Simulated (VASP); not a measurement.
Runs of VASP 6.6.1 on CdS (rocksalt type). The structure is that of space group Fm-3m (No. 225), or close to it. The cells are those of the table. 

```tsv
cell	gap on the mesh (eV)	pressure (GPa)
a = 3.695 Å, angles 60.0°, 2 atoms	0.69	15.0
a = 3.777 Å, angles 60.0°, 2 atoms	(b)	6.5
a = 3.856 Å, angles 60.0°, 2 atoms	0.73	(a)
a = 3.456 Å, angles 60.0°, 2 atoms	0.43	59.5
a = 3.580 Å, angles 60.0°, 2 atoms	0.59	32.0
```

Alike in all rows: task single point; level r2SCAN; potentials or basis VASP PAW PBE potentials, release 64 (Cd, S); no spin polarisation; k mesh 14 × 14 × 14; cutoff (eV) 550; smearing fermi-dirac 0.05 eV.

**Question.** Fill in the values left out.

**Answer.** (a) 0.5; (b) 0.72.

Caveats: the PAW data sets were made with another functional, which shifts forces and pressure a little; the cell stands under pressure (at least some runs).

A k mesh can miss the band edges, and the runs leave out spin-orbit coupling on Cd.
